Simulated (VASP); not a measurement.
# AlGeSbH2 (I4mm) in VASP: single point with PBE

Aim: the single point of AlGeSbH2 with PBE.

Program: VASP 6.6.1. These are calculated values, not measurements. Logs are shortened: lines on timing, memory, paths and dates and some standing lists are left out, and cuts for length are marked.

## 1. The cell of the first run

It takes space group I4mm (No. 107, tetragonal). Conventional cell: a = 3.829 Å, b = 3.829 Å, c = 11.315 Å, α = 90.00°, β = 90.00°, γ = 90.00°. Within 3.5 Å of Al (site symmetry 4mm) lie 4 H at 2.68 Å and 4 Sb at 2.86 Å and 4 Ge at 3.25 Å. Ge (site symmetry 4mm) has 4 H at 1.92 Å within 2.5 Å. Sb (site symmetry 4mm) has 1 Ge at 2.71 Å and 4 Al at 2.86 Å and 8 H at 3.37 to 3.46 Å within 3.6 Å. H (site symmetry 2mm) has 2 Ge at 1.92 Å within 2.5 Å.

The cell was built from a structure type or drawn by symmetry, and may not be a known phase.

## 2. Single point, PBE

Contents of INCAR:

```
SYSTEM = AlGeSbH2
PREC = Accurate ; ENCUT = 500
EDIFF = 1E-6 ; ISMEAR = 0
SIGMA = 0.15 ; LREAL = .FALSE.
LASPH = .TRUE. ; NELM = 120
ALGO = Normal ; ISIF = 2
LWAVE = .FALSE. ; LCHARG = .TRUE.
GGA = PE ; LELF = .TRUE.
LVHAR = .TRUE. ; NBANDS = 20
GGA_COMPAT = .FALSE.
```

Contents of KPOINTS:

```
Automatic mesh
0
G
  4 4 4
  0 0 0
```

Contents of POSCAR:

```
AlGeSbH2
1.0
   -1.9144945020      1.9144945020      5.6572782841
    1.9144945020     -1.9144945020      5.6572782841
    1.9144945020      1.9144945020     -5.6572782841
Al Ge Sb H
1 1 1 2
Direct
    0.9818777495      0.9818777495      0.0000000000
    0.3225116738      0.3225116738      0.0000000000
    0.5621072908      0.5621072908      0.0000000000
    0.8167516379      0.3167516379      0.5000000000
    0.3167516379      0.8167516379      0.5000000000
```

Potentials or basis: VASP PAW PBE potentials, release 64 (Al, Ge_d, Sb, H).

The run is started by

```sh
$ cat potpaw_PBE.64/Al/POTCAR potpaw_PBE.64/Ge_d/POTCAR potpaw_PBE.64/Sb/POTCAR potpaw_PBE.64/H/POTCAR > POTCAR
$ mpirun -np 1 vasp_std > vasp.out
```

OUTCAR:

```text
SYSTEM = AlGeSbH2
   PREC = Accurate
   ENCUT = 500
   EDIFF = 1E-6
   ISMEAR = 0
   LREAL = .FALSE.
   LASPH = .TRUE.
   NELM = 120
   ISIF = 2
   GGA = PE

 ion  position               nearest neighbor table
   1  0.982  0.982  0.000-   3 2.86   3 2.86   3 2.86   3 2.86
   2  0.323  0.323  0.000-   3 2.71
   3  0.562  0.562  0.000-   2 2.71   1 2.86   1 2.86   1 2.86   1 2.86
   4  0.817  0.317  0.500-
   5  0.317  0.817  0.500-

  LATTYP: Found a body centered tetragonal cell.
 ALAT       =     3.8289890040
 C/A-ratio  =     2.9549723325

  Lattice vectors:

 A1 = (  -1.9144945020,   1.9144945020,   5.6572782841)
 A2 = (   1.9144945020,  -1.9144945020,   5.6572782841)
 A3 = (   1.9144945020,   1.9144945020,  -5.6572782841)

Analysis of symmetry for initial positions (statically):
=====================================================================
 Subroutine PRICEL returns:
 Original cell was already a primitive cell.

 Routine SETGRP: Setting up the symmetry group for a
 body centered tetragonal supercell.

 Subroutine GETGRP returns: Found  8 space group operations
 (whereof  8 operations were pure point group operations)
 out of a pool of 16 trial point group operations.

The static configuration has the point symmetry C_4v.

Analysis of symmetry for dynamics (positions and initial velocities):
=====================================================================
 Subroutine PRICEL returns:
 Original cell was already a primitive cell.

 Routine SETGRP: Setting up the symmetry group for a
 body centered tetragonal supercell.

 Subroutine GETGRP returns: Found  8 space group operations
 (whereof  8 operations were pure point group operations)
 out of a pool of 16 trial point group operations.

The dynamic configuration has the point symmetry C_4v.

 Subroutine INISYM returns: Found  8 space group operations
 (whereof  8 operations are pure point group operations),
 and found     1 'primitive' translations

----------------------------------------------------------------------------------------

                                     Primitive cell

  volume of cell :      82.9422

  direct lattice vectors                    reciprocal lattice vectors
    -1.914494502  1.914494502  5.657278284     0.000000000  0.261165545  0.088381723
     1.914494502 -1.914494502  5.657278284     0.261165545  0.000000000  0.088381723
     1.914494502  1.914494502 -5.657278284     0.261165545  0.261165545  0.000000000

  length of vectors
     6.271792087  6.271792087  6.271792087     0.275715017  0.275715017  0.369343856

  position of ions in fractional coordinates (direct lattice)
     0.981877750  0.981877750  0.000000000
     0.322511674  0.322511674  0.000000000
     0.562107291  0.562107291  0.000000000
     0.816751638  0.316751638  0.500000000
     0.316751638  0.816751638  0.500000000

  ion indices of the primitive-cell ions
   primitive index   ion index
                 1           1
                 2           2
                 3           3
                 4           4
                 5           5

----------------------------------------------------------------------------------------

 KPOINTS: Automatic mesh

Automatic generation of k-mesh.
 Grid dimensions read from file:
 generate k-points for:    4    4    4

 Generating k-lattice:

  Cartesian coordinates                     Fractional coordinates (reciprocal lattice)
     0.000000000  0.065291386  0.022095431     0.250000000  0.000000000  0.000000000
     0.065291386  0.000000000  0.022095431     0.000000000  0.250000000  0.000000000
     0.065291386  0.065291386  0.000000000     0.000000000  0.000000000  0.250000000

  Length of vectors
     0.068928754  0.068928754  0.092335964

  Shift w.r.t. Gamma in fractional coordinates (k-lattice)
     0.000000000  0.000000000  0.000000000

 Subroutine IBZKPT returns following result:
 ===========================================

 Found     13 irreducible k-points:

 Following reciprocal coordinates:
            Coordinates               Weight
  0.000000  0.000000  0.000000      1.000000
  0.250000  0.000000  0.000000      8.000000
  0.500000  0.000000  0.000000      4.000000
  0.250000  0.250000  0.000000      8.000000
  0.500000  0.250000  0.000000     16.000000
 -0.250000  0.250000  0.000000      4.000000
  0.500000  0.500000  0.000000      2.000000
  0.250000  0.250000  0.250000      2.000000
 -0.250000  0.250000  0.250000      4.000000
  0.500000  0.500000  0.250000      4.000000
 -0.250000  0.500000  0.250000      8.000000
 -0.250000 -0.250000  0.250000      2.000000
  0.500000  0.500000  0.500000      1.000000
   k-points           NKPTS =     13   k-points in BZ     NKDIM =     13   number of bands    NBANDS=     20
   number of dos      NEDOS =    301   number of ions     NIONS =      5
   total plane-waves  NPLWV = 110592
   dimension x,y,z NGX =    48 NGY =   48 NGZ =   48
   dimension x,y,z NGXF=    96 NGYF=   96 NGZF=   96
   ions per type =               1   1   1   2
   NGX,Y,Z   is equivalent  to a cutoff of  12.72, 12.72, 12.72 a.u.
   NGXF,Y,Z  is equivalent  to a cutoff of  25.45, 25.45, 25.45 a.u.
 SYSTEM =  AlGeSbH2
   PREC   = accura    normal or accurate (medium, high low for compatibility)
   ISTART =      0    job   : 0-new  1-cont  2-samecut
   ICHARG =      2    charge: 1-file 2-atom 10-const
   ISPIN  =      1    spin polarized calculation?
   LNONCOLLINEAR =      F non collinear calculations
   LSORBIT =      F    spin-orbit coupling
   LASPH  =      T    aspherical Exc in radial PAW
   ENCUT  =  500.0 eV  36.75 Ry    6.06 a.u.  11.43 11.43 11.43*2*pi/ulx,y,z
   NELM   =    120;   NELMIN=  2; NELMDL= -5     # of ELM steps
   EDIFF  = 0.1E-05   stopping-criterion for ELM
   LREAL  =      F    real-space projection
   EDIFFG = 0.1E-04   stopping-criterion for IOM
   NSW    =      0    number of steps for IOM
   IBRION =     -1    ionic relax: 0-MD 1-quasi-New 2-CG
   NFREE  =      0    steps in history (QN), initial steepest desc. (CG)
   ISIF   =      2    stress and relaxation
   ISYM   =      2    0-nonsym 1-usesym 2-fastsym
   POTIM  = 0.5000    time-step for ionic-motion
   TEBEG  =    0.0;   TEEND  =   0.0 temperature during run
   PSTRESS=    0.0 pullay stress
   NELECT =      24.0000    total number of electrons
   NUPDOWN=      -1.0000    fix difference up-down
   EMIN   =  10.00;   EMAX   =-10.00  energy-range for DOS
   EFERMI =   0.00;   METHOD = LEGACY
   ISMEAR =     0;   SIGMA  =   0.15  broadening in eV -4-tet -1-fermi 0-gaus
   EFERMI_NEDOS =   21; number of points for ismear=-14 and -15
   IALGO  =     38    algorithm
   IMIX   =      4    mixing-type and parameters
     AMIX     =   0.40;   BMIX     =  1.00
     AMIX_MAG =   1.60;   BMIX_MAG =  1.00
  volume/ion in A,a.u.               =      16.59       111.94
  Fermi-wavevector in a.u.,A,eV,Ry     =   1.082813  2.046219 15.952603  1.172483
  Thomas-Fermi vector in A             =   2.218863
   LORBIT       =      0    0 simple, 1 ext, 2 COOP (PROOUT), +10 PAW based schemes
   GGA     = PE    functional components
   LHFCALC =     F    Hartree Fock is set to
   AEXX    =    0.0000 exact exchange contribution
   IVDW    =     0    specifies the selected vdW correction
   LEPSILON=     F    determine dielectric tensor
   LRPA    =     F    only Hartree local field effects (RPA)
 non-spin polarized calculation
 Gauss-broadening in eV      SIGMA  =   0.15
  energy-cutoff  :      500.00
  volume of cell :       82.94
 maximum number of plane-waves:      2117
 NGX is ok and might be reduce to    48
   NGX = 23   NGY = 23   NGZ = 23

 number of electron      23.9999999 magnetization

 Free energy of the ion-electron system (eV)
  ---------------------------------------------------
  ext. energy  EPLUGINS =         0.00000000
  ---------------------------------------------------
  free energy    TOTEN  =       -17.26967172 eV

  energy without entropy =      -17.25507015  energy(sigma->0) =      -17.26237093

 E-fermi :   4.9919     XC(G=0):  -9.5294

 val. band max:        4.9682947948   @ k =  -0.2500   0.5000   0.2500
 cond. band min:       5.4418795981   @ k =  -0.2500   0.2500   0.2500
 fundamental gap:      0.4735848033
 Fermi energy:         4.9919252392

 k-point     1 :       0.0000    0.0000    0.0000
  band No.  band energies     occupation
      1     -19.4794      2.00000
      2     -19.4680      2.00000
      3     -19.4421      2.00000
      4     -19.4421      2.00000
      5     -19.4382      2.00000
      6      -6.8249      2.00000
[... 12 lines left out ...]
     19      12.7835      0.00000
     20      12.7835      0.00000

 k-point     2 :       0.2500    0.0000    0.0000
  band No.  band energies     occupation
      1     -19.4742      2.00000
      2     -19.4636      2.00000
      3     -19.4435      2.00000
      4     -19.4420      2.00000
      5     -19.4394      2.00000
      6      -6.2494      2.00000
[... 12 lines left out ...]
     19      12.1934      0.00000
     20      12.5954      0.00000

 k-point     3 :       0.5000    0.0000    0.0000
  band No.  band energies     occupation
      1     -19.4723      2.00000
      2     -19.4561      2.00000
      3     -19.4449      2.00000
      4     -19.4418      2.00000
      5     -19.4407      2.00000
      6      -5.2719      2.00000
[... 12 lines left out ...]
     19      12.3360      0.00000
     20      12.7824      0.00000

 k-point     4 :       0.2500    0.2500    0.0000
  band No.  band energies     occupation
      1     -19.4654      2.00000
      2     -19.4629      2.00000
      3     -19.4434      2.00000
      4     -19.4433      2.00000
      5     -19.4408      2.00000
      6      -5.6196      2.00000
[... 176 lines left out ...]
 k-point    12 :      -0.2500   -0.2500    0.2500
  band No.  band energies     occupation
      1     -19.4794      2.00000
      2     -19.4679      2.00000
      3     -19.4420      2.00000
      4     -19.4420      2.00000
      5     -19.4382      2.00000
      6      -6.6577      2.00000
[... 12 lines left out ...]
     19      12.3310      0.00000
     20      12.3310      0.00000

 k-point    13 :       0.5000    0.5000    0.5000
  band No.  band energies     occupation
      1     -19.4793      2.00000
      2     -19.4678      2.00000
      3     -19.4420      2.00000
      4     -19.4420      2.00000
      5     -19.4382      2.00000
      6      -6.4283      2.00000
[... 12 lines left out ...]
     19      11.7455      0.00000
     20      11.7455      0.00000

------------------------ aborting loop because EDIFF is reached ----------------------------------------

  FORCE on cell =-STRESS in cart. coord.  units (eV):
  Direction    XX          YY          ZZ          XY          YZ          ZX
  --------------------------------------------------------------------------------------
  -------------------------------------------------------------------------------------
  Total        0.1343865      0.1343865      0.2275495      0.0000000     -0.0000000      0.0000000
  in kB        2.5959157      2.5959157      4.3955242      0.0000000     -0.0000000      0.0000000
  external PRESSURE =       3.1957852 kB  Pullay stress =       0.0000000 kB

 VOLUME and BASIS-vectors are now :
 -----------------------------------------------------------------------------
  energy-cutoff  :      500.00
  volume of cell :       82.94
      direct lattice vectors                 reciprocal lattice vectors
    -1.914494502  1.914494502  5.657278284     0.000000000  0.261165545  0.088381723
     1.914494502 -1.914494502  5.657278284     0.261165545  0.000000000  0.088381723
     1.914494502  1.914494502 -5.657278284     0.261165545  0.261165545  0.000000000

 POSITION                                       TOTAL-FORCE (eV/Angst)
 -----------------------------------------------------------------------------------
      0.00000      0.00000     11.10951        -0.000000     -0.000000     -0.028214
      0.00000      0.00000      3.64908        -0.000000     -0.000000     -0.045144
      0.00000      0.00000      6.35999         0.000000      0.000000      0.078024
      0.00000      1.91449      3.58390        -0.000000     -0.000000     -0.002333
      1.91449      0.00000      3.58390        -0.000000     -0.000000     -0.002333
 -----------------------------------------------------------------------------------
    total drift:                                0.000001      0.000001     -0.000191

  FREE ENERGIE OF THE ION-ELECTRON SYSTEM (eV)
  ---------------------------------------------------
  free  energy   TOTEN  =       -17.2696717157 eV

  energy  without entropy=      -17.2550701542  energy(sigma->0) =      -17.26237093
```

It took 43 s on 1 thread of Intel Xeon Platinum 8259CL at 2.50GHz (Skylake/Cascade Lake), shared host; peak memory 0.33 GiB.

Results:

| Quantity | Value |
| --- | --- |
| Free energy | -17.2697 eV |
| Pressure | 0.3 GPa |
| Largest force | 0.078 eV/Å |
| Band gap on the k mesh | zero (bands 12 and 13 overlap by 1.71 eV) |

Forces on the atoms (eV/Å):
```
Al   0.000  0.000 -0.028
Ge   0.000  0.000 -0.045
Sb   0.000  0.000  0.078
H    0.000  0.000 -0.002
H    0.000  0.000 -0.002
```

Levels at points of the mesh, in eV from the Fermi level:
```tsv
k point	band 8	band 9	band 10	band 11	band 12	band 13	band 14	band 15	band 16	band 17
(0.00, 0.00, 0.00)	-4.13	-1.86	-0.81	-0.81	-0.52	1.26	1.26	1.58	3.92	6.02
(0.50, 0.00, 0.00)	-7.01	-4.87	-1.70	0.45	0.48	0.98	2.54	3.04	3.26	4.74
(0.50, 0.50, 0.00)	-6.09	-5.82	-3.59	-3.30	-2.83	-0.90	0.95	2.99	4.72	5.39
(0.50, 0.50, 0.50)	-1.90	-1.86	-1.14	-1.14	-0.35	1.08	2.17	2.17	3.56	4.47
```

Caveat: the k points lie up to 0.43 Å⁻¹ apart, too coarse for converged energies and pressures of a metal; spin-orbit coupling is left out, which moves the levels of the heavy elements.
